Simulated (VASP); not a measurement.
Here is a VASP 6.6.1 calculation.

The input INCAR:

```
ALGO = Normal ; EDIFF = 1E-6
ENCUT = 520 ; GGA = PS
ISIF = 2 ; ISMEAR = 0
LASPH = True ; LCHARG = True
LELF = True ; LREAL = False
LVHAR = True ; LWAVE = False
NBANDS = 16 ; NELM = 100
PREC = Accurate ; SIGMA = 0.05
```

The input KPOINTS:

```
k-points
0
Gamma
  9 9 6
```

POSCAR

```
MgO
1.0
    3.0722000000      0.0000000000      0.0000000000
   -1.5361000000      2.6606032455      0.0000000000
    0.0000000000      0.0000000000      4.8186000000
Mg O
2 2
Direct
    0.3333333333      0.6666666667      0.0036583380
    0.6666666667      0.3333333333      0.5036583380
    0.3333333333      0.6666666667      0.4009416620
    0.6666666667      0.3333333333      0.9009416620
```

Potentials or basis: VASP PAW PBE potentials, release 64 (Mg, O).

The run is started by

```sh
$ cat potpaw_PBE.64/Mg/POTCAR potpaw_PBE.64/O/POTCAR > POTCAR
$ mpirun -np 1 vasp_std > vasp.out
```

Problem. Predict the band gap on the k mesh.

Solution. 4.53 eV, direct.

Problem. Estimate the largest force.

Solution. 0.414 eV/Å.

Problem. Predict the pressure.

Solution. 34.0 GPa.

Stress tensor (GPa, compression positive):
```
39.43  0.00  0.00
 0.00 39.43  0.00
 0.00  0.00 23.08
```

Caveat: the PAW data sets were made with another functional, which shifts forces and pressure a little. A k mesh can miss the band edges.
